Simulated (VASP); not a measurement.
Runs of VASP 6.6.1 on Cs. The structure is that of space group P6_3/mmc (No. 194), or close to it. The cells are those of the table. 

| task | cell | k mesh | cutoff (eV) | gap on the mesh (eV) | pressure (GPa) |
| --- | --- | --- | --- | --- | --- |
| single point | a = 5.138, b = 5.138, c = 16.837 Å, angles 90.0, 90.0, 120.0°, 4 atoms | 8 × 8 × 3 | 520 | none | 0.0 |
| single point | a = 5.206, b = 5.206, c = 17.058 Å, angles 90.0, 90.0, 120.0°, 4 atoms | 8 × 8 × 3 | 520 | none | -0.1 |
| single point | a = 4.924, b = 4.924, c = 16.134 Å, angles 90.0, 90.0, 120.0°, 4 atoms | 8 × 8 × 3 | 520 | none | 0.4 |
| single point | a = 4.997, b = 4.997, c = 16.375 Å, angles 90.0, 90.0, 120.0°, 4 atoms | 8 × 8 × 3 | 520 | none | 0.2 |
| relaxation of cell and atoms | relaxed from a = 5.385, b = 5.385, c = 17.589 Å, angles 90.0, 90.0, 120.0°, 4 atoms | 7 × 7 × 2 | 600 | none | 0.0 |
| single point | a = 5.138, b = 5.138, c = 16.837 Å, angles 90.0, 90.0, 120.0°, 4 atoms | 7 × 7 × 2 | 520 | none | 0.0 |
| single point | a = 5.068, b = 5.068, c = 16.609 Å, angles 90.0, 90.0, 120.0°, 4 atoms | 8 × 8 × 3 | 520 | none | (a) |

Alike in all rows: level LDA; potentials or basis VASP PAW LDA potentials, release 64 (Cs_sv); no spin polarisation; smearing fermi-dirac 0.1 eV.

Question: Estimate the missing entries.

Answer: (a) 0.1.

Caveats: spin-orbit coupling is left out, which moves the levels of the heavy elements.

A k mesh can miss the band edges, and the runs leave out spin-orbit coupling on Cs.

A gap of «none» marks levels without a gap at the run's occupations.
